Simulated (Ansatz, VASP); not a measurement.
Two plane-wave programs on K2S

File INCAR:

```
  PREC = Accurate
  ENCUT = 500
  EDIFF = 1E-6
  ISMEAR = 0
  SIGMA = 0.05
  LREAL = F
  LASPH = T
  NELM = 120
  ALGO = Normal
  ISIF = 2
  LWAVE = F
  LCHARG = F
  GGA = RP
  NBANDS = 19
  GGA_COMPAT = F
```

File KPOINTS:

```
Automatic mesh
0
Gamma
  6 6 6
```

File POSCAR:

```
K2S
1.0
    0.0000000000      3.7101149314      3.7101149314
    3.7101149314      0.0000000000      3.7101149314
    3.7101149314      3.7101149314      0.0000000000
K S
2 1
Direct
    0.2500000000      0.2500000000      0.2500000000
    0.7500000000      0.7500000000      0.7500000000
    0.0000000000      0.0000000000      0.0000000000
```

Input for Ansatz:

```yaml
crystal:
  lattice:
    - [0.0, 3.7101149314, 3.7101149314]
    - [3.7101149314, 0.0, 3.7101149314]
    - [3.7101149314, 3.7101149314, 0.0]
  atoms:
    - { symbol: K, position: [0.25, 0.25, 0.25] }
    - { symbol: K, position: [0.75, 0.75, 0.75] }
    - { symbol: S, position: [0.0, 0.0, 0.0] }
basis:
  ecutwfc: 420
  ecutrho_ratio: 4
kpoints:
  mp_grid: { grid: [6, 6, 6] }
hamiltonian:
  xc: rpbe
scf:
  occupations: { method: gaussian, width: 0.05 }
output:
  forces: true
  stress: true
  eigenvalues: true
```

Alike in both runs: task single point; functional RPBE; k mesh 6 × 6 × 6; occupations gaussian, width 0.05 eV; no spin polarisation.

```csv
,VASP,Ansatz
version,VASP 6.6.1,Ansatz 0.2.0
potentials or method,"VASP PAW PBE potentials, release 64 (K_sv, S), cutoff 500 eV","scalar-relativistic, plane waves, PAW"
valence electrons in the cell,24,24
```

Ansatz gave:

```
gap on the k mesh at the Fermi level (eV) : 2.62
least direct gap on the mesh (eV)         : 2.81
pressure (GPa)                            : 1.5
```

Question: Which values does VASP return?

Answer: gap on the k mesh at the Fermi level (eV): 2.62; least direct gap on the mesh (eV): 2.81; pressure (GPa): 1.6.

VASP's potentials were made for PBE, not for RPBE.
